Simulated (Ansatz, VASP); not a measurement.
# One calculation of AgCl, two programs

File INCAR:

```
SYSTEM = AgCl
PREC = Accurate
ENCUT = 520
EDIFF = 1E-7
ISMEAR = 0
SIGMA = 0.05
LREAL = .False.
LASPH = .True.
NELM = 60
ALGO = Normal
ISIF = 2
LWAVE = .False.
LCHARG = .True.
LELF = .True.
LVHAR = .True.
NBANDS = 16
```

KPOINTS

```
Automatic mesh
0
Gamma
  10 10 10
  0 0 0
```

Contents of POSCAR:

```
AgCl
1.0
    0.0000000000      2.6773114500      2.6773114500
    2.6773114500      0.0000000000      2.6773114500
    2.6773114500      2.6773114500      0.0000000000
Ag Cl
1 1
Direct
    0.5278030294      0.4721969706      0.5278030294
   -0.0845997951      0.0845997951     -0.0845997951
```

Input for Ansatz:

```yaml
crystal:
  lattice:
    - [0.0, 2.67731145, 2.67731145]
    - [2.67731145, 0.0, 2.67731145]
    - [2.67731145, 2.67731145, 0.0]
  atoms:
    - { symbol: Ag, position: [0.5278030294, 0.4721969706, 0.5278030294] }
    - { symbol: Cl, position: [-0.0845997951, 0.0845997951, -0.0845997951] }
basis:
  ecutwfc: 420
kpoints:
  mp_grid: { grid: [10, 10, 10] }
hamiltonian:
  xc: lda
  pseudopotentials: { kind: paw }
scf:
  occupations: { method: gaussian, width: 0.05 }
output:
  forces: true
  stress: true
  eigenvalues: true
```

Change from the starting cell: mode 5 frozen in at -0.453 Å, equal normal strain along x and y +0.0000.

Alike in both runs: task single point; functional LDA; k mesh 10 × 10 × 10; occupations gaussian, width 0.05 eV; no spin polarisation.

|  | VASP | Ansatz |
| --- | --- | --- |
| version | VASP 6.6.1 | Ansatz 0.2.0 |
| potentials or method | VASP PAW LDA potentials, release 64 (Ag, Cl), cutoff 520 eV | scalar-relativistic, plane waves, PAW |
| valence electrons in the cell | 18 | 26 |

|  | VASP | Ansatz | Ansatz less VASP |
| --- | --- | --- | --- |
| gap on the k mesh at the Fermi level (eV) | 1.13 | 1.11 | -0.018 |
| least direct gap on the mesh (eV) | 1.48 | 1.46 | -0.016 |
| pressure (GPa) | 13.5 | 13.5 | +0.01 |
| traceless stress, the component that is largest in VASP (GPa) | 27.17 | 27.12 | -0.048 |
| rms of the force components (eV/Å) | 2.657 | 2.652 | -0.0056 |

LDA's correlation is that of Perdew and Zunger in VASP and of Perdew and Wang (1992) in Ansatz. Atom by atom the forces differ by 0.006 eV/Å (rms over components). VASP's potentials hold 18 valence electrons a cell and Ansatz's 26, so a difference there can come from the potentials and not from the codes.
